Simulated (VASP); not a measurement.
P:

```
CELL_PARAMETERS angstrom
1.64774 -5.46504 0.00000
1.64774 5.46504 0.00000
0.00000 0.00000 4.54364
ATOMIC_POSITIONS crystal
P 0.90414 0.09586 0.58882
P 0.09586 0.90414 0.41118
P 0.59586 0.40414 0.08882
P 0.40414 0.59586 0.91118
```

```yaml
Program: VASP 6.6.1
Task: relaxation of cell and atoms
Functional: PBE
Dispersion: D4
Potentials_or_basis: VASP PAW PBE potentials, release 64 (P)
Cutoff: 600 eV
k_mesh: 8 × 8 × 6
Occupations: fermi-dirac, width 0.05 eV
Spin: no spin polarisation
```

At the start: pressure -1.0 GPa; volume 20.46 Å³/atom.

Q: How do energy, volume and symmetry change on relaxing?

A: Over 25 steps the energy falls by 28.5 meV/atom and the volume is 17.76 Å³/atom (-13.2 %); space group Cmce (No. 64, to 0.1 Å) before and after.

The path:
| step | energy change (eV) | largest force (eV/Å) | pressure (GPa) | volume (Å³) |
| --- | --- | --- | --- | --- |
| 1 | 0.0000 | 0.2995 | -1.04 | 81.83 |
| 2 | -0.0216 | 0.2356 | -0.50 | 80.27 |
| 3 | -0.0313 | 0.3072 | 0.15 | 78.56 |
| 4 | -0.0459 | 0.2155 | -0.01 | 77.87 |
| 5 | -0.0712 | 0.0141 | -0.41 | 75.99 |
| 6 | -0.0635 | 0.3892 | -0.93 | 72.25 |
| 7 | -0.0778 | 0.1569 | -0.64 | 74.55 |
| 8 | -0.0915 | 0.1192 | -0.56 | 73.60 |
| 9 | -0.1088 | 0.0507 | -0.28 | 71.66 |
| 10 | -0.0955 | 0.1219 | 0.91 | 67.78 |
| 11 | -0.1118 | 0.0333 | 0.06 | 70.50 |
| 12 | -0.1118 | 0.0311 | 0.04 | 70.58 |
| 13 | -0.1122 | 0.0307 | 0.01 | 70.70 |
| 14 | -0.1130 | 0.0356 | -0.07 | 71.05 |
| 15 | -0.1121 | 0.0670 | -0.22 | 71.76 |
| 16 | -0.1131 | 0.0398 | -0.10 | 71.23 |
| 17 | -0.1135 | 0.0219 | -0.04 | 71.21 |
| 18 | -0.1135 | 0.0384 | 0.04 | 71.19 |
| 19 | -0.1135 | 0.0286 | 0.01 | 71.20 |
| 20 | -0.1138 | 0.0059 | -0.06 | 71.19 |
| 21 | -0.1138 | 0.0070 | -0.06 | 71.19 |
| 22 | -0.1138 | 0.0124 | 0.01 | 71.11 |
| 23 | -0.1138 | 0.0164 | 0.04 | 71.07 |
| 24 | -0.1139 | 0.0103 | 0.01 | 71.05 |
| 25 | -0.1139 | 0.0082 | -0.02 | 71.04 |

Final structure:
```cif
data_structure
_symmetry_space_group_name_H-M 'P 1'
_symmetry_Int_Tables_number 1
_cell_length_a 5.3609
_cell_length_b 5.3609
_cell_length_c 4.2034
_cell_angle_alpha 90.000
_cell_angle_beta 90.000
_cell_angle_gamma 143.982
_cell_volume 71.04
loop_
_atom_site_label
_atom_site_type_symbol
_atom_site_fract_x
_atom_site_fract_y
_atom_site_fract_z
_atom_site_occupancy
P1 P 0.89414 0.10586 0.57379 1
P2 P 0.10586 0.89414 0.42621 1
P3 P 0.60586 0.39414 0.07379 1
P4 P 0.39414 0.60586 0.92621 1
```
